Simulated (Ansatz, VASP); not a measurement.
## One calculation of GaP2, two programs

```
CELL_PARAMETERS angstrom
-0.00838 0.01867 4.61456
3.68502 -3.69969 -2.32881
7.38577 7.40453 0.01646
ATOMIC_POSITIONS crystal
Ga 0.99649 0.49874 0.25140
Ga 0.50356 0.50049 0.75164
Ga 0.50262 0.00551 0.49949
Ga 0.99818 0.99673 0.99948
P 0.21575 0.18367 0.34145
P 0.72161 0.18465 0.84228
P 0.77760 0.81580 0.34167
P 0.28383 0.81661 0.84121
P 0.52965 0.81414 0.15783
P 0.03632 0.81739 0.65756
P 0.46392 0.18159 0.15765
P 0.97048 0.18468 0.65833
```

Change from the starting cell: cell x2, atoms moved at random (sigma 0.05 Å) and cell strained at random (1.5 %), then relaxed without symmetry.

Alike in both runs: functional PBE; k mesh 6 × 6 × 2; occupations gaussian, width 0.2 eV; no spin polarisation.

Ansatz relaxed the structure, and its values are those at the end. VASP's run is a single point on that final structure, the one shown.

|  | VASP | Ansatz |
| --- | --- | --- |
| version | VASP 6.6.1 | Ansatz 0.2.0 |
| potentials or method | VASP PAW PBE potentials, release 64 (Ga_d, P), cutoff 520 eV | scalar-relativistic, plane waves, PAW |
| valence electrons in the cell | 92 | 92 |

```tsv
	VASP	Ansatz	Ansatz less VASP
gap on the k mesh at the Fermi level (eV)	none	none	-
pressure (GPa)	-0.1	0.0	+0.08
rms of the force components (eV/Å)	0.020	0.006	-0.0135
```

A gap of «none» marks a metal or a gap that the smearing closes. With one functional, cell and mesh, what is left measures potentials, basis and numerics.
